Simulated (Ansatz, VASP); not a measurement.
Sr in VASP and in Ansatz

INCAR

```
SYSTEM = Sr
  PREC = Accurate
  ENCUT = 520
  EDIFF = 1E-6
  ISMEAR = -1
  SIGMA = 0.05
  LREAL = .FALSE.
  LASPH = .TRUE.
  NELM = 80
  ALGO = Normal
  ISIF = 2
  LWAVE = .FALSE.
  LCHARG = .TRUE.
  LELF = .TRUE.
  LVHAR = .TRUE.
  NBANDS = 11
```

The input KPOINTS:

```
Automatic mesh
0
G
  10 10 10
  0 0 0
```

File POSCAR:

```
Sr
1.0
    2.8927394706      0.0000000000      0.0000000000
    0.0000000000      2.8927394706      0.0000000000
    0.0000000000      0.0000000000      2.8927394706
Sr
1
Direct
    0.0000000000      0.0000000000      0.0000000000
```

Input for Ansatz:

```yaml
crystal:
  lattice:
    - [2.8927394706, 0.0, 0.0]
    - [0.0, 2.8927394706, 0.0]
    - [0.0, 0.0, 2.8927394706]
  atoms:
    - { symbol: Sr, position: [0.0, 0.0, 0.0] }
kpoints:
  mp_grid: { grid: [10, 10, 10] }
scf:
  occupations: { method: fermi_dirac, width: 0.05 }
hamiltonian:
  xc: lda
  pseudopotentials: { kind: all_electron, lapw: { basis_error: 0.001 } }
output:
  forces: true
  stress: true
  eigenvalues: true
  populations: true
```

Change from the starting cell: volume scaled by 0.5, LAPW.

Alike in both runs: task single point; functional LDA; k mesh 10 × 10 × 10; occupations fermi-dirac, width 0.05 eV; no spin polarisation.

```csv
,VASP,Ansatz
version,VASP 6.6.1,Ansatz 0.2.0
potentials or method,"VASP PAW LDA potentials, release 64 (Sr_sv), cutoff 520 eV","all-electron LAPW, scalar-relativistic"
```

```csv
,VASP,Ansatz,Ansatz less VASP
pressure (GPa),24.1,23.5,-0.59
```

LDA's correlation is that of Perdew and Zunger in VASP and of Perdew and Wang (1992) in Ansatz. Ansatz ran all-electron here, and VASP with PAW potentials.
